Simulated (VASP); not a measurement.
MnS: single point with PBEsol+U

Crystal: MnS.

```
CELL_PARAMETERS angstrom
0.00000 2.60450 2.60450
2.60450 0.00000 2.60450
2.60450 2.60450 0.00000
ATOMIC_POSITIONS crystal
Mn 0.00000 0.00000 0.00000
S 0.50000 0.50000 0.50000
```

| Property | Result |
| --- | --- |
| Program | VASP 6.6.1 |
| Task | single point |
| Functional | PBEsol |
| Potentials or basis | VASP PAW PBE potentials, release 64 (Mn_pv, S) |
| Cutoff | 520 eV |
| k mesh | 6 × 6 × 6 |
| Occupations | fermi-dirac, width 0.1 eV |
| Spin | collinear spin, ferromagnetic start |
| Starting moments | [4.0, 0.0] μB |
| Hubbard terms | Mn d U = 4.5 eV |
| Dipole correction | no |
| Further INCAR settings | ALGO = Normal; EDIFF = 1e-07; NBANDS = 20 |

```yaml
Pressure: 0.9 GPa
Band_gap_on_the_k_mesh: 0.64 eV (least direct gap 2.90 eV)
Net_moment: 5.00 μB per cell
Site_moments: Mn +4.60; S +0.07 μB
Valence_electrons_inside_the_program's_atomic_spheres: Mn 11.29; S 3.76
```

Levels at points of the mesh, in eV from the valence-band top:
Spin up:
| k point | band 10 | band 11 | band 12 | band 13 | band 14 | band 15 |
| --- | --- | --- | --- | --- | --- | --- |
| (0.00, 0.00, 0.00) | -1.38 | -1.38 | -1.38 | 1.95 | 8.47 | 8.47 |
| (0.50, 0.00, 0.00) | -3.94 | 0.00 | 0.00 | 3.00 | 5.58 | 5.58 |
| (0.50, 0.50, 0.00) | -4.04 | -3.06 | -3.06 | 0.99 | 5.14 | 10.45 |
Spin down:
| k point | band 5 | band 6 | band 7 | band 8 | band 9 | band 10 |
| --- | --- | --- | --- | --- | --- | --- |
| (0.00, 0.00, 0.00) | -1.16 | -1.16 | -1.16 | 2.23 | 2.23 | 2.23 |
| (0.50, 0.00, 0.00) | -5.96 | -2.52 | -2.52 | 3.58 | 3.58 | 3.59 |
| (0.50, 0.50, 0.00) | -5.20 | -2.74 | -2.74 | 0.64 | 2.46 | 2.84 |

Eigenvalues of the final occupation matrices:
```csv
site,spin,trace,eigenvalues
site 1 d,1,4.72,0.93 0.93 0.93 0.96 0.96
site 1 d,2,0.19,0.01 0.01 0.01 0.07 0.07
```

Run time: 27 s on 1 thread of Intel(R) Xeon(R) Platinum 8259CL CPU @ 2.50GHz (Skylake/Cascade Lake) (shared host), peak memory 0.17 GiB.

Caveat: the PAW data sets were made with another functional, which shifts forces and pressure a little; a cell with one magnetic atom can't hold antiferromagnetic order, which such compounds often take. The state reached can hang on the start; a lower one may exist.
